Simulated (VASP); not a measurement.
Set up this calculation in VASP 6.6.1, as the native input.

```yaml
Task: relaxation of cell and atoms
Functional: PBE
Potentials_or_basis: VASP PAW PBE potentials, release 64 (V_sv)
Cutoff: 600 eV
k_mesh: 20 × 20 × 20
Occupations: gaussian, width 0.1 eV
Spin: no spin polarisation
Dipole_correction: no
Further_INCAR_settings: ALGO = Normal; EDIFF = 1e-06; IBRION = 2; EDIFFG = -0.01; NSW = 80; ISIF = 3
```

The structure of V lies in POSCAR:

```
V
1.0
   -1.5012953099      1.5012953099      1.5012953099
    1.5012953099     -1.5012953099      1.5012953099
    1.5012953099      1.5012953099     -1.5012953099
V
1
Direct
    0.0000000000      0.0000000000      0.0000000000
```

The input as run:

INCAR

```
SYSTEM = V
PREC = Accurate ; ENCUT = 600
EDIFF = 1E-6 ; ISMEAR = 0
SIGMA = 0.1 ; LREAL = .FALSE.
LASPH = .TRUE. ; NELM = 80
ALGO = Normal ; ISIF = 3
LWAVE = .FALSE. ; LCHARG = .FALSE.
GGA = PE ; IBRION = 2
NSW = 80 ; EDIFFG = -0.01
```

KPOINTS

```
regular mesh
0
G
  20 20 20
  0 0 0
```

Potentials or basis: VASP PAW PBE potentials, release 64 (V_sv).

Command:

```sh
$ cat potpaw_PBE.64/V_sv/POTCAR > POTCAR
$ mpirun -np 1 vasp_std > vasp.out
```

Results of the run:

* Relaxed volume: 13.47 Å³/atom
* Relaxed cell: a = 2.596 Å, b = 2.596 Å, c = 2.596 Å, α = 109.47°, β = 109.47°, γ = 109.47°
* Space group after relaxing (to 0.05 Å): Im-3m (No. 229)
* Energy gained by relaxing: 0.2 meV/atom
* Ionic steps: 3
* Pressure after relaxing: 0.0 GPa

Run time: 30 s on 1 thread of Intel Xeon 6975P-C, with other jobs on the host, peak memory 0.18 GiB.
